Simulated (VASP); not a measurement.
# LiRe3: relaxation of cell and atoms with PBE

LiRe3:

```xyz
4
Lattice="0.0000 3.0529 3.0529 3.0529 0.0000 3.0529 3.0529 3.0529 0.0000" Properties=species:S:1:pos:R:3 pbc="T T T"
Li    0.0000    0.0000    0.0000
Re    4.5793    4.5793    4.5793
Re    1.5264    1.5264    1.5264
Re    3.0529    3.0529    3.0529
```

```json
{"Program": "VASP 6.6.1", "Task": "relaxation of cell and atoms", "Functional": "PBE", "Potentials or basis": "VASP PAW PBE potentials, release 64 (Li_sv, Re)", "Cutoff": "600 eV", "k mesh": "6 × 6 × 6", "Occupations": "fermi-dirac, width 0.1 eV", "Spin": "no spin polarisation", "Target pressure": "10 GPa", "Dipole correction": "no", "Further INCAR settings": "ALGO = Normal; EDIFF = 1e-06; IBRION = 2; EDIFFG = -0.01; NSW = 80; ISIF = 3"}
```

| Quantity | Value |
| --- | --- |
| Relaxed volume | 13.56 Å³/atom |
| Relaxed cell | a = 4.249 Å, b = 4.249 Å, c = 4.249 Å, α = 60.00°, β = 60.00°, γ = 60.00° |
| Space group after relaxing (to 0.05 Å) | Fm-3m (No. 225) |
| Energy change on relaxing (the enthalpy is what falls) | +11.9 meV/atom |
| Ionic steps | 4 |
| Pressure after relaxing | 9.9 GPa |
| Band gap on the k mesh | zero (band 12 reaches 8.99 eV, above the bottom of band 13 at 6.23 eV) |

The path:
| step | energy change (eV) | largest force (eV/Å) | pressure (GPa) | volume (Å³) |
| --- | --- | --- | --- | --- |
| 1 | 0.0000 | 0.0000 | -3.55 | 56.91 |
| 2 | 1.4724 | 0.0000 | 64.06 | 47.56 |
| 3 | 0.0403 | 0.0000 | 9.19 | 54.38 |
| 4 | 0.0474 | 0.0000 | 9.89 | 54.26 |

Final structure:
```xyz
4
Lattice="0.0000 3.0047 3.0047 3.0047 0.0000 3.0047 3.0047 3.0047 0.0000" Properties=species:S:1:pos:R:3 pbc="T T T"
Li    3.0047    0.0000    3.0047
Re    4.5071    4.5071    4.5071
Re    1.5024    1.5024    1.5024
Re    3.0047    3.0047    3.0047
```

Levels at points of the mesh, in eV from the Fermi level:
```
           k point  band 10  band 11  band 12  band 13  band 14  band 15
(0.00, 0.00, 0.00)    -2.84     2.00     2.00     2.00     2.11     2.11
(0.50, 0.00, 0.00)    -1.96    -0.82    -0.82    -0.76     1.93     1.93
(0.50, 0.50, 0.00)    -0.97    -0.97     0.84     0.84     1.29     1.56
```

Run time: 40 s on 1 thread of Intel(R) Xeon(R) Platinum 8559C (Emerald Rapids), on a shared host, peak memory 0.2 GiB.

Caveat: the cutoff is under 1.25 times the usual one of these potentials, so pressure, stress and relaxed cells hold a basis-set (Pulay) error; the cell is relaxed towards a set pressure, so the enthalpy falls and the energy may rise; spin-orbit coupling is left out, which moves the levels of the heavy elements.
